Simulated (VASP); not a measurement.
# MgSe: single point with PBE

MgSe:

```
CELL_PARAMETERS angstrom
0.00000 2.73372 2.73372
2.73372 0.00000 2.73372
2.73372 2.73372 0.00000
ATOMIC_POSITIONS crystal
Mg 0.00000 0.00000 0.00000
Se 0.50000 0.50000 0.50000
```

```yaml
Program: VASP 6.6.1
Task: single point
Functional: PBE
Potentials_or_basis: VASP PAW PBE potentials, release 64 (Mg, Se)
Cutoff: 600 eV
k_mesh: 4 × 4 × 4
Occupations: tetrahedron
Spin: no spin polarisation
```

* Pressure: 1.7 GPa
* Band gap on the k mesh: 1.75 eV, indirect (least direct gap 2.52 eV)

Levels at points of the mesh, in eV from the valence-band top:
```
           k point  band 2  band 3  band 4  band 5  band 6  band 7
(0.00, 0.00, 0.00)    0.00    0.00    0.00    2.52    7.39    7.39
(0.50, 0.00, 0.00)   -4.92   -0.57   -0.57    3.80    6.06    6.06
(0.50, 0.50, 0.00)   -4.23   -1.77   -1.77    1.75    3.96   11.66
```

It took 10 s on 1 thread of Intel Xeon 8259CL, with other jobs on the host, peak memory 0.17 GiB.

Caveat: the k points lie up to 0.50 Å⁻¹ apart. PBE gaps usually lie below the measured ones, often by a third to a half.
